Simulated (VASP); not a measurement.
# Zn (Im-3m) in VASP: a series of runs, part 2 of 2

VASP 6.6.1. Earlier steps stand in the parts before.

### Step 3. Single point, PBE

The input, INCAR:

```
ALGO     = Normal         # electronic algorithm
EDIFF    = 1E-7           # SCF threshold, eV
ENCUT    = 520            # plane-wave cutoff, eV
GGA      = PE             # functional
ISIF     = 2              # what is computed and relaxed
ISMEAR   = -1             # smearing method
LASPH    = T              # aspherical terms in the spheres
LCHARG   = F              # write CHGCAR
LREAL    = F              # projectors in reciprocal space
LWAVE    = F              # write WAVECAR
NBANDS   = 12             # bands
NELM     = 100            # most SCF steps
PREC     = Accurate       # precision mode
SIGMA    = 0.08           # smearing width, eV
```

The input, KPOINTS:

```
k-points
0
Gamma
  18 18 18
```

The input, POSCAR:

```
Zn
1.0
   -1.4651334989      1.4651334989      1.4651334989
    1.4651334989     -1.4651334989      1.4651334989
    1.4651334989      1.4651334989     -1.4651334989
Zn
1
Direct
    0.0000000000      0.0000000000      0.0000000000
```

Potentials or basis: VASP PAW PBE potentials, release 64 (Zn).

On the command line:

```bash
> cat potpaw_PBE.64/Zn/POTCAR > POTCAR
> mpirun -np 1 vasp_std > vasp.out
```

OUTCAR:

```text
EDIFF = 1E-7
   ENCUT = 520
   GGA = PE
   ISIF = 2
   ISMEAR = -1
   LASPH = T
   LREAL = F
   NELM = 100
   PREC = Accurate

 ion  position               nearest neighbor table
   1  0.000  0.000  0.000-

  LATTYP: Found a body centered cubic cell.
 ALAT       =     2.9302669978

  Lattice vectors:

 A1 = (  -1.4651334989,   1.4651334989,   1.4651334989)
 A2 = (   1.4651334989,  -1.4651334989,   1.4651334989)
 A3 = (   1.4651334989,   1.4651334989,  -1.4651334989)

Analysis of symmetry for initial positions (statically):
=====================================================================
 Subroutine PRICEL returns:
 Original cell was already a primitive cell.

 Routine SETGRP: Setting up the symmetry group for a
 body centered cubic supercell.

 Subroutine GETGRP returns: Found 48 space group operations
 (whereof 48 operations were pure point group operations)
 out of a pool of 48 trial point group operations.

The static configuration has the point symmetry O_h .

Analysis of symmetry for dynamics (positions and initial velocities):
=====================================================================
 Subroutine PRICEL returns:
[... 159 lines left out ...]
 Fermi energy:         4.9005071395

 k-point     1 :       0.0000    0.0000    0.0000
  band No.  band energies     occupation
      1      -7.4107      2.00000
      2      -3.7122      2.00000
      3      -3.7122      2.00000
      4      -3.7122      2.00000
      5      -3.0022      2.00000
      6      -3.0022      2.00000
      7      27.2859      0.00000
      8      27.2859      0.00000
      9      27.2859      0.00000
     10      27.4023      0.00000
     11      27.4023      0.00000
     12      27.4023      0.00000
[... 331 lines left out ...]
 k-point    24 :       0.3889    0.1111    0.0000
  band No.  band energies     occupation
      1      -4.5853      2.00000
      2      -4.1124      2.00000
      3      -3.0909      2.00000
      4      -3.0388      2.00000
      5      -2.7247      2.00000
      6       0.7863      2.00000
      7       5.5519      0.00058
      8      14.7732      0.00000
      9      18.1386      0.00000
     10      23.8134      0.00000
     11      27.4037      0.00000
     12      32.4570      0.00000

 [... further k-points ...]
[... 5 lines left out ...]
  --------------------------------------------------------------------------------------
  -------------------------------------------------------------------------------------
  Total        1.7760744      1.7760744      1.7760744     -0.0000000      0.0000000     -0.0000000
  in kB      226.1935187    226.1935187    226.1935187     -0.0000000      0.0000000     -0.0000000
  external PRESSURE =     226.1935187 kB  Pullay stress =       0.0000000 kB

 VOLUME and BASIS-vectors are now :
 -----------------------------------------------------------------------------
  energy-cutoff  :      520.00
  volume of cell :       12.58
      direct lattice vectors                 reciprocal lattice vectors
    -1.465133499  1.465133499  1.465133499     0.000000000  0.341265830  0.341265830
     1.465133499 -1.465133499  1.465133499     0.341265830  0.000000000  0.341265830
     1.465133499  1.465133499 -1.465133499     0.341265830  0.341265830  0.000000000

 POSITION                                       TOTAL-FORCE (eV/Angst)
 -----------------------------------------------------------------------------------
      0.00000      0.00000      0.00000         0.000000     -0.000000      0.000000
 -----------------------------------------------------------------------------------
    total drift:                                0.000000      0.000000      0.000000

  FREE ENERGIE OF THE ION-ELECTRON SYSTEM (eV)
  ---------------------------------------------------
  free  energy   TOTEN  =        -0.8619267304 eV

  energy  without entropy=       -0.8550167483  energy(sigma->0) =       -0.85847174
```

Run time: 22 s. Hardware: 1 thread of Intel Xeon Platinum 8488C (Sapphire Rapids), shared host; peak memory 0.14 GiB.

What came out:

```
Free energy            : -0.8619 eV
Pressure               : 22.6 GPa
Band gap on the k mesh : zero (bands 6 and 7 overlap by 5.13 eV)
```

Levels at points of the mesh, in eV from the Fermi level:
```
           k point  band 4  band 5  band 6  band 7  band 8  band 9
(0.00, 0.00, 0.00)   -8.61   -7.90   -7.90   22.39   22.39   22.39
(0.50, 0.00, 0.00)   -7.85   -7.42   -3.74   -0.75   12.94   13.93
(0.50, 0.50, 0.50)   -7.54   -7.54    4.39    4.39    4.39    9.20
```

Caveat: the cell stands under pressure.
